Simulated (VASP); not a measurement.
Set up this calculation in VASP 6.6.1, as the native input.

| Quantity | Value |
| --- | --- |
| Task | single point |
| Functional | LDA |
| Potentials or basis | VASP PAW LDA potentials, release 64 (W_sv) |
| Cutoff | 520 eV |
| k mesh | 20 × 20 × 20 |
| Occupations | gaussian, width 0.15 eV |
| Spin | no spin polarisation |
| Dipole correction | no |
| Further INCAR settings | ALGO = Fast; EDIFF = 1e-07; NBANDS = 13 |

The structure of W lies in POSCAR:

```
W
1.0
    0.0000000000      1.9864787842      1.6885069666
    1.9864787842      0.0000000000      1.6885069666
    1.9864787842      1.9864787842      0.0000000000
W
1
Direct
    0.0000000000      0.0000000000      0.0000000000
```

This cell differs from its parent crystal: engineering shear strain xz +0.0000, normal strain along z -0.1500.

One way to write it, as run:

INCAR

```
SYSTEM = W
PREC = Accurate
ENCUT = 520
EDIFF = 1E-7
ISMEAR = 0
SIGMA = 0.15
LREAL = .FALSE.
LASPH = .TRUE.
NELM = 80
ALGO = Fast
ISIF = 2
LWAVE = .FALSE.
LCHARG = .FALSE.
NBANDS = 13
```

KPOINTS

```
regular mesh
0
G
  20 20 20
  0 0 0
```

Potentials or basis: VASP PAW LDA potentials, release 64 (W_sv).

Launch:

```bash
$ cat potpaw_LDA.64/W_sv/POTCAR > POTCAR
$ mpirun -np 1 vasp_std > vasp.out
```

Results of the run:

```json
{"Pressure": "73.6 GPa", "Band gap on the k mesh": "zero (bands 7 and 8 overlap by 7.33 eV)"}
```

Caveat: the cell differs from its parent crystal (engineering shear strain xz +0.0000, normal strain along z -0.1500); the stress differs along the axes, from 44 to 89 GPa; spin-orbit coupling is left out, which moves the levels of the heavy elements.

It took 3.7 min on 1 thread of Intel Xeon 8259CL, on a shared host, peak memory 0.22 GiB.
